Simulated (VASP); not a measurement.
# Rh (P6_3/mmc) in VASP: a series of runs, part 2 of 2

VASP 6.6.1. Earlier steps stand in the parts before.

### Step 5. Single point, PBE

This run uses another cell than the first one, of 14.13 Å³/atom, 0.927 times its volume.

Contents of INCAR:

```
  ALGO = Normal
  EDIFF = 1E-6
  ENCUT = 520
  GGA = PE
  ISIF = 2
  ISMEAR = -1
  LASPH = True
  LCHARG = True
  LELF = True
  LREAL = False
  LVHAR = True
  LWAVE = False
  NBANDS = 22
  NELM = 100
  PREC = Accurate
  SIGMA = 0.1
```

Contents of KPOINTS:

```
k-points
0
Gamma
  13 13 7
```

Contents of POSCAR:

```
Rh
1.0
    2.7254121585      0.0000000000      0.0000000000
   -1.3627060792      2.3602761651      0.0000000000
    0.0000000000      0.0000000000      4.3923511923
Rh
2
Direct
    0.3333333333      0.6666666667      0.2500000000
    0.6666666667      0.3333333333      0.7500000000
```

Potentials or basis: VASP PAW PBE potentials, release 64 (Rh_pv).

Run with:

```sh
> cat potpaw_PBE.64/Rh_pv/POTCAR > POTCAR
> mpirun -np 1 vasp_std > vasp.out
```

OUTCAR:

```text
EDIFF = 1E-6
   ENCUT = 520
   GGA = PE
   ISIF = 2
   ISMEAR = -1
   LASPH = True
   LREAL = False
   NELM = 100
   PREC = Accurate

 ion  position               nearest neighbor table
   1  0.333  0.667  0.250-   2 2.70   2 2.70   2 2.70   2 2.70   2 2.70   2 2.70
   2  0.667  0.333  0.750-   1 2.70   1 2.70   1 2.70   1 2.70   1 2.70   1 2.70

  LATTYP: Found a hexagonal cell.
 ALAT       =     2.7254121585
 C/A-ratio  =     1.6116282371

  Lattice vectors:

 A1 = (   2.7254121585,   0.0000000000,   0.0000000000)
 A2 = (  -1.3627060792,   2.3602761651,   0.0000000000)
 A3 = (   0.0000000000,   0.0000000000,   4.3923511923)

Analysis of symmetry for initial positions (statically):
=====================================================================
 Subroutine PRICEL returns:
 Original cell was already a primitive cell.

 Routine SETGRP: Setting up the symmetry group for a
 hexagonal supercell.

 Subroutine GETGRP returns: Found 24 space group operations
[... 153 lines left out ...]
 maximum number of plane-waves:       774
   NGX = 11   NGY = 11   NGZ = 17

 number of electron      30.0000011 magnetization

 Free energy of the ion-electron system (eV)
  ---------------------------------------------------
  ext. energy  EPLUGINS =         0.00000000
  ---------------------------------------------------
  free energy    TOTEN  =       -14.49817458 eV

  energy without entropy =      -14.38064963  energy(sigma->0) =      -14.43941211

 E-fermi :  11.5105     XC(G=0): -13.8546

 val. band max:       11.5076675870   @ k =   0.3846   0.1538   0.0000
 cond. band min:      11.5115076564   @ k =   0.2308   0.2308   0.1429
 fundamental gap:      0.0038400694
 Fermi energy:        11.5104544238

 k-point     1 :       0.0000    0.0000    0.0000
  band No.  band energies     occupation
      1     -35.5938      2.00000
      2     -34.9889      2.00000
      3     -34.9889      2.00000
      4     -34.9053      2.00000
      5     -34.8889      2.00000
      6     -34.8889      2.00000
[... 589 lines left out ...]
     21      29.5295      0.00000
     22      30.0792      0.00000

 [... further k-points ...]
[... 5 lines left out ...]
  --------------------------------------------------------------------------------------
  -------------------------------------------------------------------------------------
  Total       -0.0039052     -0.0039052     -0.0002527     -0.0000000     -0.0000000      0.0000000
  in kB       -0.2214440     -0.2214440     -0.0143296     -0.0000000     -0.0000000      0.0000000
  external PRESSURE =      -0.1524058 kB  Pullay stress =       0.0000000 kB

 VOLUME and BASIS-vectors are now :
 -----------------------------------------------------------------------------
  energy-cutoff  :      520.00
  volume of cell :       28.25
      direct lattice vectors                 reciprocal lattice vectors
     2.725412159  0.000000000  0.000000000     0.366916981  0.211839617  0.000000000
    -1.362706079  2.360276165  0.000000000     0.000000000  0.423679235  0.000000000
     0.000000000  0.000000000  4.392351192     0.000000000  0.000000000  0.227668498

 POSITION                                       TOTAL-FORCE (eV/Angst)
 -----------------------------------------------------------------------------------
     -0.00000      1.57352      1.09809         0.000000      0.000000      0.000000
      1.36271      0.78676      3.29426        -0.000000     -0.000000      0.000000
 -----------------------------------------------------------------------------------
    total drift:                               -0.000000      0.000000     -0.000000

  FREE ENERGIE OF THE ION-ELECTRON SYSTEM (eV)
  ---------------------------------------------------
  free  energy   TOTEN  =       -14.4981745814 eV

  energy  without entropy=      -14.3806496291  energy(sigma->0) =      -14.43941211
```

OSZICAR:

```text
N       E                     dE             d eps       ncg     rms          rms(c)
DAV:   1     0.331507957924E+03    0.33151E+03   -0.18988E+04  3704   0.159E+03
DAV:   2    -0.795631649490E+01   -0.33946E+03   -0.32723E+03  3840   0.475E+02
DAV:   3    -0.154172189016E+02   -0.74609E+01   -0.74081E+01  4320   0.790E+01
DAV:   4    -0.154665642390E+02   -0.49345E-01   -0.49341E-01  4148   0.652E+00
DAV:   5    -0.154673160334E+02   -0.75179E-03   -0.75179E-03  4344   0.836E-01    0.136E+01
DAV:   6    -0.145323871087E+02    0.93493E+00   -0.21978E+00  4068   0.158E+01    0.475E+00
DAV:   7    -0.145040234656E+02    0.28364E-01   -0.41604E-02  4272   0.179E+00    0.222E+00
DAV:   8    -0.144984791296E+02    0.55443E-02   -0.73914E-03  3942   0.968E-01    0.324E-01
DAV:   9    -0.144981655063E+02    0.31362E-03   -0.26271E-04  4290   0.189E-01    0.236E-02
DAV:  10    -0.144981751039E+02   -0.95976E-05   -0.71767E-06  4176   0.275E-02    0.536E-03
DAV:  11    -0.144981745814E+02    0.52247E-06   -0.58737E-07  2682   0.757E-03
   1 F= -.14498175E+02 E0= -.14439412E+02  d E =-.117525E+00
```

stdout:

```text
POSCAR found type information on POSCAR Rh
 POSCAR found :  1 types and       2 ions
 scaLAPACK will be used
 LDA part: xc-table for (Slater+PW92), standard interpolation
 POSCAR, INCAR and KPOINTS ok, starting setup
 FFT: planning ... GRIDC
 FFT: planning ... GRID_SOFT
 FFT: planning ... GRID
 WAVECAR not read
 entering main loop
```

It took 17 s on 1 thread of AMD EPYC 9R45 (Zen 5), shared host; peak memory 0.14 GiB.

Results:

```
Free energy            : -14.4982 eV
Pressure               : 0.0 GPa
Band gap on the k mesh : zero (band 15 reaches 12.11 eV, above the bottom of band 16 at 9.88 eV)
```

### Step 6. Relaxation of cell and atoms, PBE

This run uses another cell than the first one, of 13.75 Å³/atom, 0.903 times its volume.

Contents of INCAR:

```
PREC = Accurate ; ENCUT = 600
EDIFF = 1E-7 ; ISMEAR = -1
SIGMA = 0.1 ; LREAL = False
LASPH = True ; NELM = 60
ALGO = Normal ; ISIF = 3
LWAVE = False ; LCHARG = False
GGA = PE ; IBRION = 2
NSW = 80 ; EDIFFG = -0.01
```

Contents of KPOINTS:

```
regular mesh
0
Gamma
  13 13 7
```

Contents of POSCAR:

```
Rh
1.0
    2.6891940459      0.0000000000      0.0000000000
   -1.3445970229      2.3289103594      0.0000000000
    0.0000000000      0.0000000000      4.3914538769
Rh
2
Direct
    0.3333333333      0.6666666667      0.2500000000
    0.6666666667      0.3333333333      0.7500000000
```

Potentials or basis: VASP PAW PBE potentials, release 64 (Rh_pv).

Run with:

```sh
> cat potpaw_PBE.64/Rh_pv/POTCAR > POTCAR
> mpirun -np 1 vasp_std > vasp.out
```

OUTCAR:

```text
PREC = Accurate
   ENCUT = 600
   EDIFF = 1E-7
   ISMEAR = -1
   LREAL = False
   LASPH = True
   NELM = 60
   ISIF = 3
   GGA = PE
   IBRION = 2
   NSW = 80
   EDIFFG = -0.01

 ion  position               nearest neighbor table
   1  0.333  0.667  0.250-   2 2.69   2 2.69   2 2.69   2 2.69   2 2.69   2 2.69
   2  0.667  0.333  0.750-   1 2.69   1 2.69   1 2.69   1 2.69   1 2.69   1 2.69

  LATTYP: Found a hexagonal cell.
 ALAT       =     2.6891940459
 C/A-ratio  =     1.6330000000

  Lattice vectors:

 A1 = (   2.6891940459,   0.0000000000,   0.0000000000)
 A2 = (  -1.3445970229,   2.3289103594,   0.0000000000)
 A3 = (   0.0000000000,   0.0000000000,   4.3914538769)

Analysis of symmetry for initial positions (statically):
=====================================================================
 Subroutine PRICEL returns:
 Original cell was already a primitive cell.

 Routine SETGRP: Setting up the symmetry group for a
 hexagonal supercell.

 Subroutine GETGRP returns: Found 24 space group operations
 (whereof 12 operations were pure point group operations)
 out of a pool of 24 trial point group operations.

The static configuration has the point symmetry D_3d.
 The point group associated with its full space group is D_6h.

Analysis of symmetry for dynamics (positions and initial velocities):
=====================================================================
 Subroutine PRICEL returns:
 Original cell was already a primitive cell.

 Routine SETGRP: Setting up the symmetry group for a
 hexagonal supercell.

 Subroutine GETGRP returns: Found 24 space group operations
 (whereof 12 operations were pure point group operations)
 out of a pool of 24 trial point group operations.

The dynamic configuration has the point symmetry D_3d.
 The point group associated with its full space group is D_6h.

 Subroutine INISYM returns: Found 24 space group operations
 (whereof 12 operations are pure point group operations),
 and found     1 'primitive' translations

----------------------------------------------------------------------------------------

                                     Primitive cell

  volume of cell :      27.5032

  direct lattice vectors                    reciprocal lattice vectors
     2.689194046  0.000000000  0.000000000     0.371858625  0.214692677  0.000000000
    -1.344597023  2.328910359  0.000000000     0.000000000  0.429385354  0.000000000
     0.000000000  0.000000000  4.391453877     0.000000000  0.000000000  0.227715018

  length of vectors
     2.689194046  2.689194046  4.391453877     0.429385354  0.429385354  0.227715018

  position of ions in fractional coordinates (direct lattice)
     0.333333333  0.666666667  0.250000000
     0.666666667  0.333333333  0.750000000

  ion indices of the primitive-cell ions
   primitive index   ion index
                 1           1
                 2           2

----------------------------------------------------------------------------------------

 KPOINTS: regular mesh

Automatic generation of k-mesh.
 Grid dimensions read from file:
 generate k-points for:   13   13    7

 Generating k-lattice:

  Cartesian coordinates                     Fractional coordinates (reciprocal lattice)
     0.028604510  0.016514821  0.000000000     0.076923077  0.000000000  0.000000000
     0.000000000  0.033029643  0.000000000     0.000000000  0.076923077  0.000000000
     0.000000000  0.000000000  0.032530717     0.000000000  0.000000000  0.142857143

  Length of vectors
     0.033029643  0.033029643  0.032530717

  Shift w.r.t. Gamma in fractional coordinates (k-lattice)
     0.000000000  0.000000000  0.000000000

 Subroutine IBZKPT returns following result:
 ===========================================

 Found     84 irreducible k-points:

 Following reciprocal coordinates:
            Coordinates               Weight
  0.000000  0.000000  0.000000      1.000000
  0.076923  0.000000  0.000000      6.000000
  0.153846  0.000000  0.000000      6.000000
  0.230769  0.000000  0.000000      6.000000
  0.307692  0.000000  0.000000      6.000000
  0.384615  0.000000  0.000000      6.000000
[... 16 lines left out ...]
  0.076923  0.000000  0.142857     12.000000
  0.153846  0.000000  0.142857     12.000000
 [... further k-points ...]
   k-points           NKPTS =     84   k-points in BZ     NKDIM =     84   number of bands    NBANDS=     19
   number of dos      NEDOS =    301   number of ions     NIONS =      2
   total plane-waves  NPLWV =  20736
   dimension x,y,z NGX =    24 NGY =   24 NGZ =   36
   dimension x,y,z NGXF=    48 NGYF=   48 NGZF=   72
   ions per type =               2
   NGX,Y,Z   is equivalent  to a cutoff of  14.84, 14.84, 13.63 a.u.
   NGXF,Y,Z  is equivalent  to a cutoff of  29.67, 29.67, 27.26 a.u.
 SYSTEM =  unknown system
   PREC   = accura    normal or accurate (medium, high low for compatibility)
   ISTART =      0    job   : 0-new  1-cont  2-samecut
   ICHARG =      2    charge: 1-file 2-atom 10-const
   ISPIN  =      1    spin polarized calculation?
   LNONCOLLINEAR =      F non collinear calculations
   LSORBIT =      F    spin-orbit coupling
   LASPH  =      T    aspherical Exc in radial PAW
   ENCUT  =  600.0 eV  44.10 Ry    6.64 a.u.   5.37  5.37  8.77*2*pi/ulx,y,z
   NELM   =     60;   NELMIN=  2; NELMDL= -5     # of ELM steps
   EDIFF  = 0.1E-06   stopping-criterion for ELM
   LREAL  =      F    real-space projection
   EDIFFG = -.1E-01   stopping-criterion for IOM
   NSW    =     80    number of steps for IOM
   IBRION =      2    ionic relax: 0-MD 1-quasi-New 2-CG
   NFREE  =      1    steps in history (QN), initial steepest desc. (CG)
   ISIF   =      3    stress and relaxation
   ISYM   =      2    0-nonsym 1-usesym 2-fastsym
   POTIM  = 0.5000    time-step for ionic-motion
   TEBEG  =    0.0;   TEEND  =   0.0 temperature during run
   PSTRESS=    0.0 pullay stress
   NELECT =      30.0000    total number of electrons
   NUPDOWN=      -1.0000    fix difference up-down
   EMIN   =  10.00;   EMAX   =-10.00  energy-range for DOS
   EFERMI =   0.00;   METHOD = LEGACY
   ISMEAR =    -1;   SIGMA  =   0.10  broadening in eV -4-tet -1-fermi 0-gaus
   EFERMI_NEDOS =   21; number of points for ismear=-14 and -15
   IALGO  =     38    algorithm
   IMIX   =      4    mixing-type and parameters
     AMIX     =   0.40;   BMIX     =  1.00
     AMIX_MAG =   1.60;   BMIX_MAG =  1.00
  volume/ion in A,a.u.               =      13.75        92.80
  Fermi-wavevector in a.u.,A,eV,Ry     =   1.685211  3.184586 38.639656  2.839935
  Thomas-Fermi vector in A             =   2.768095
   LORBIT       =      0    0 simple, 1 ext, 2 COOP (PROOUT), +10 PAW based schemes
   GGA     = PE    functional components
   LHFCALC =     F    Hartree Fock is set to
   AEXX    =    0.0000 exact exchange contribution
   IVDW    =     0    specifies the selected vdW correction
   LEPSILON=     F    determine dielectric tensor
   LRPA    =     F    only Hartree local field effects (RPA)
 conjugate gradient relaxation of ions
 non-spin polarized calculation
  energy-cutoff  :      600.00
  volume of cell :       27.50
 maximum number of plane-waves:       941
 NGX is ok and might be reduce to    24
   NGX = 11   NGY = 11   NGZ = 17

--------------------------------------- Ionic step        1  -------------------------------------------

 number of electron      30.0000003 magnetization

 Free energy of the ion-electron system (eV)
  ---------------------------------------------------
  ext. energy  EPLUGINS =         0.00000000
  ---------------------------------------------------
  free energy    TOTEN  =       -14.47894979 eV

  energy without entropy =      -14.36695217  energy(sigma->0) =      -14.42295098

------------------------ aborting loop because EDIFF is reached ----------------------------------------

  FORCE on cell =-STRESS in cart. coord.  units (eV):
  Direction    XX          YY          ZZ          XY          YZ          ZX
  --------------------------------------------------------------------------------------
  -------------------------------------------------------------------------------------
  Total        1.4183483      1.4183483      0.8472521      0.0000000      0.0000000      0.0000000
  in kB       82.6247644     82.6247644     49.3560026      0.0000000      0.0000000      0.0000000
  external PRESSURE =      71.5351772 kB  Pullay stress =       0.0000000 kB
[... 131 lines left out ...]
--------------------------------------- Ionic step        5  -------------------------------------------

 number of electron      30.0000002 magnetization

 Free energy of the ion-electron system (eV)
  ---------------------------------------------------
  ext. energy  EPLUGINS =         0.00000000
  ---------------------------------------------------
  free energy    TOTEN  =       -14.49736285 eV

  energy without entropy =      -14.37995976  energy(sigma->0) =      -14.43866131

 E-fermi :  11.5179     XC(G=0): -13.8574

 val. band max:       11.5165549628   @ k =   0.2308   0.2308   0.1429
 cond. band min:      11.5208254153   @ k =   0.3846   0.0769   0.1429
 fundamental gap:      0.0042704525
 Fermi energy:        11.5179285421

 k-point     1 :       0.0000    0.0000    0.0000
  band No.  band energies     occupation
      1     -35.5866      2.00000
      2     -34.9818      2.00000
      3     -34.9818      2.00000
      4     -34.8986      2.00000
      5     -34.8820      2.00000
      6     -34.8820      2.00000
[... 505 lines left out ...]
      6     -34.9051      2.00000
[... 11 lines left out ...]
     18      14.4901      0.00000
     19      21.0421      0.00000

 [... further k-points ...]
[... 5 lines left out ...]
  --------------------------------------------------------------------------------------
  -------------------------------------------------------------------------------------
  Total        0.0124338      0.0124338     -0.0181431      0.0000000      0.0000000      0.0000000
  in kB        0.7053800      0.7053800     -1.0292742      0.0000000      0.0000000      0.0000000
  external PRESSURE =       0.1271619 kB  Pullay stress =       0.0000000 kB
[... 17 lines left out ...]
  FREE ENERGIE OF THE ION-ELECTRON SYSTEM (eV)
  ---------------------------------------------------
  free  energy   TOTEN  =       -14.4973628548 eV

  energy  without entropy=      -14.3799597627  energy(sigma->0) =      -14.43866131

 reached required accuracy - stopping structural energy minimisation
```

Wall time 74 s (1 thread of AMD EPYC 9R45 (Zen 5), shared host); peak memory 0.16 GiB.

What came out:

```yaml
Free_energy: -14.4974 eV
Relaxed_volume: 14.12 Å³/atom
Relaxed_cell: a = 2.724 Å, b = 2.724 Å, c = 4.394 Å, α = 90.00°, β = 90.00°, γ = 120.00°
Space_group_after_relaxing_to_0.05_Å: P6_3/mmc (No. 194)
Energy_gained_by_relaxing: 9.2 meV/atom
Ionic_steps: 5
Pressure_after_relaxing: 0.0 GPa
Band_gap_on_the_k_mesh: zero (band 15 reaches 12.12 eV, above the bottom of band 16 at 9.88 eV)
```

Stress tensor (GPa, compression positive):
```
 0.07  0.00  0.00
 0.00  0.07  0.00
 0.00  0.00 -0.10
```

The path:
| step | energy change (eV) | largest force (eV/Å) | pressure (GPa) | volume (Å³) |
| --- | --- | --- | --- | --- |
| 1 | 0.0000 | 0.0000 | 7.15 | 27.50 |
| 2 | 0.0589 | 0.0000 | -13.10 | 30.02 |
| 3 | -0.0173 | 0.0000 | -0.38 | 28.28 |
| 4 | -0.0173 | 0.0000 | -0.22 | 28.27 |
| 5 | -0.0184 | 0.0000 | 0.01 | 28.24 |

Final structure:
```cif
data_structure
_symmetry_space_group_name_H-M 'P 1'
_symmetry_Int_Tables_number 1
_cell_length_a 2.7243
_cell_length_b 2.7243
_cell_length_c 4.3940
_cell_angle_alpha 90.000
_cell_angle_beta 90.000
_cell_angle_gamma 120.000
_cell_volume 28.24
loop_
_atom_site_label
_atom_site_type_symbol
_atom_site_fract_x
_atom_site_fract_y
_atom_site_fract_z
_atom_site_occupancy
Rh1 Rh 0.33333 0.66667 0.25000 1
Rh2 Rh 0.66667 0.33333 0.75000 1
```

Levels at points of the mesh, in eV from the Fermi level:
```tsv
k point	band 13	band 14	band 15	band 16	band 17	band 18
(0.00, 0.00, 0.00)	-2.41	-1.86	-1.86	0.13	0.13	0.78
```

### Step 7. Summary

```tsv
task	spin	cell	k mesh	cutoff (eV)	smearing	gap on the mesh (eV)	pressure (GPa)	moment (μB)
single point	collinear, ferromagnetic start	a = 2.794, b = 2.794, c = 4.508 Å, angles 90.0, 90.0, 120.0°, 2 atoms	15 × 15 × 8	520	fermi-dirac 0.05 eV	none	-16.0	0.02
single point	collinear, ferromagnetic start	a = 2.828, b = 2.828, c = 4.563 Å, angles 90.0, 90.0, 120.0°, 2 atoms	15 × 15 × 8	520	fermi-dirac 0.05 eV	none	-21.4	0.00
single point	off	a = 2.725, b = 2.725, c = 4.392 Å, angles 90.0, 90.0, 120.0°, 2 atoms	7 × 7 × 4	500	fermi-dirac 0.1 eV	none	-0.9	-
single point	off	a = 2.725, b = 2.725, c = 4.392 Å, angles 90.0, 90.0, 120.0°, 2 atoms	13 × 13 × 7	520	fermi-dirac 0.1 eV	none	0.0	-
relaxation of cell and atoms	off	relaxed from a = 2.689, b = 2.689, c = 4.391 Å, angles 90.0, 90.0, 120.0°, 2 atoms	13 × 13 × 7	600	fermi-dirac 0.1 eV	none	0.0	-
```

Alike in all rows: level PBE; potentials or basis VASP PAW PBE potentials, release 64 (Rh_pv).

Caveats: some runs use coarse meshes.

Absolute energies hang on the potentials; compare differences alone.
